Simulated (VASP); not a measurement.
A run of VASP 6.6.1 is set up as follows.

INCAR

```
PREC = Accurate ; ENCUT = 520
EDIFF = 1E-6 ; ISMEAR = -1
SIGMA = 0.1 ; LREAL = F
LASPH = T ; NELM = 100
ALGO = Normal ; ISIF = 2
LWAVE = F ; LCHARG = F
NBANDS = 22
```

The input KPOINTS:

```
Automatic mesh
0
Gamma
  10 10 5
```

POSCAR

```
Rh
1.0
    2.6940703403      0.0000000000      0.0000000000
   -1.3470351702      2.3331352708      0.0000000000
    0.0000000000      0.0000000000      4.3686382036
Rh
2
Direct
    0.6666666667      0.3333333333      0.7500000000
    0.3333333333      0.6666666667      0.2500000000
```

Potentials or basis: VASP PAW LDA potentials, release 64 (Rh_pv).

The run is started by

```bash
$ cat potpaw_LDA.64/Rh_pv/POTCAR > POTCAR
$ mpirun -np 1 vasp_std > vasp.out
```

What does it give for the pressure?

-8.4 GPa.

What does it give for the band gap on the k mesh?

Zero (band 15 reaches 12.47 eV, above the bottom of band 16 at 10.14 eV).

Stress tensor (GPa, compression positive):
```
-8.36  0.00  0.00
 0.00 -8.36  0.00
 0.00  0.00 -8.56
```
